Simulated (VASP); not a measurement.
# Ag: relaxation of cell and atoms with PBE

Ag:

```
CELL_PARAMETERS angstrom
2.70037 0.00000 0.00000
0.00000 2.70037 0.00000
0.00000 0.00000 2.76679
ATOMIC_POSITIONS crystal
Ag 0.00000 0.00000 0.00000
```

```yaml
Program: VASP 6.6.1
Task: relaxation of cell and atoms
Functional: PBE
Potentials_or_basis: VASP PAW PBE potentials, release 64 (Ag)
Cutoff: 600 eV
k_mesh: 20 × 20 × 20
Occupations: gaussian, width 0.1 eV
Spin: no spin polarisation
Dipole_correction: no
Further_INCAR_settings: ALGO = Fast; EDIFF = 1e-06; IBRION = 2; EDIFFG = -0.01; NSW = 100; ISIF = 3
```

The relaxed volume is 20.76 Å³/atom. The relaxed cell is a = 2.749 Å, b = 2.749 Å, c = 2.747 Å, α = 90.00°, β = 90.00°, γ = 90.00°, the space group after relaxing (to 0.1 Å) is Pm-3m (No. 221) and the energy gained by relaxing is 8.4 meV/atom. The ionic steps are 5, the pressure after relaxing is 0.0 GPa and the band gap on the k mesh is zero (an odd number of electrons rules out a gap without spin polarisation).

Stress tensor (GPa, compression positive):
```
-0.07  0.00  0.00
 0.00 -0.07  0.00
 0.00  0.00  0.04
```

Step by step:
```
step  energy change (eV)  largest force (eV/Å)  pressure (GPa)  volume (Å³)
   1              0.0000                0.0000            2.28        20.18
   2             -0.0076                0.0000           -0.82        21.02
   3             -0.0083                0.0000           -0.15        20.82
   4             -0.0083                0.0000           -0.24        20.83
   5             -0.0084                0.0000           -0.03        20.76
```

Final structure:
```yaml
crystal:
  lattice:
    - [2.74895, 0.00000, 0.00000]
    - [0.00000, 2.74895, 0.00000]
    - [0.00000, 0.00000, 2.74747]
  atoms:
    - { symbol: Ag, position: [0.00000, 0.00000, 0.00000] }
```

Levels at points of the mesh, in eV from the Fermi level:
```tsv
k point	band 1	band 2	band 3	band 4	band 5	band 6	band 7	band 8	band 9
(0.00, 0.00, 0.00)	-6.40	-5.74	-5.74	-2.84	-2.83	-2.83	13.88	13.88	13.90
(0.50, 0.00, 0.00)	-5.45	-5.15	-3.77	-3.77	-2.75	-0.52	1.60	16.96	18.77
(0.50, 0.50, 0.00)	-5.71	-4.98	-3.60	-3.60	-2.08	3.81	3.81	7.31	9.42
(0.00, 0.00, 0.50)	-5.44	-5.15	-3.78	-3.78	-2.75	-0.52	1.61	16.95	18.76
(0.50, 0.00, 0.50)	-5.71	-4.98	-3.61	-3.61	-2.08	3.82	3.82	7.32	9.43
(0.50, 0.50, 0.50)	-5.20	-5.20	-5.20	-2.03	-2.02	8.39	8.40	8.40	10.15
```

Run time: 100 s on 1 thread of Intel(R) Xeon(R) 6975P-C (Granite Rapids), with other jobs on the host, peak memory 0.31 GiB.
